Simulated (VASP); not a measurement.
GaSb5, 6 atoms in the cell. Symmetry: P6/mmm, No. 191, hexagonal system. The conventional cell has a = 6.159 Å, b = 6.159 Å, c = 5.631 Å, α = 90.00°, β = 90.00°, γ = 120.00°. Ga (site symmetry 6/mmm) has 18 Sb at 3.56 to 4.17 Å within 4.7 Å. Sb (site symmetry mmm) has 8 Sb at 3.08 to 3.33 Å within 4.1 Å. Sb (site symmetry -6m2) has 9 Sb at 3.33 to 3.56 Å and 3 Ga at 3.56 Å within 4.4 Å. 

* Program: VASP 6.6.1
* Task: relaxation of cell and atoms
* Functional: PBE
* Potentials or basis: VASP PAW PBE potentials, release 64 (Ga_d, Sb)
* Cutoff: 600 eV
* k mesh: 6 × 6 × 8
* Occupations: gaussian, width 0.1 eV
* Spin: no spin polarisation
* Dipole correction: no
* Further INCAR settings: ALGO = Normal; EDIFF = 1e-06; IBRION = 2; EDIFFG = -0.01; NSW = 100; ISIF = 3

Potentials or basis: VASP PAW PBE potentials, release 64 (Ga_d, Sb).

Command:

```sh
$ cat potpaw_PBE.64/Ga_d/POTCAR potpaw_PBE.64/Sb/POTCAR > POTCAR
$ mpirun -np 1 vasp_std > vasp.out
```

Hardware: 1 thread of AMD EPYC 7R13 Processor (Zen 3), on a shared host.

Task: Estimate the wall time of this run.

Result: Run time: 6.8 min on 1 thread of AMD EPYC 7R13 Processor (Zen 3) (shared host), peak memory 0.44 GiB. Counts: scf iterations 41, k points 35, ion steps 7.
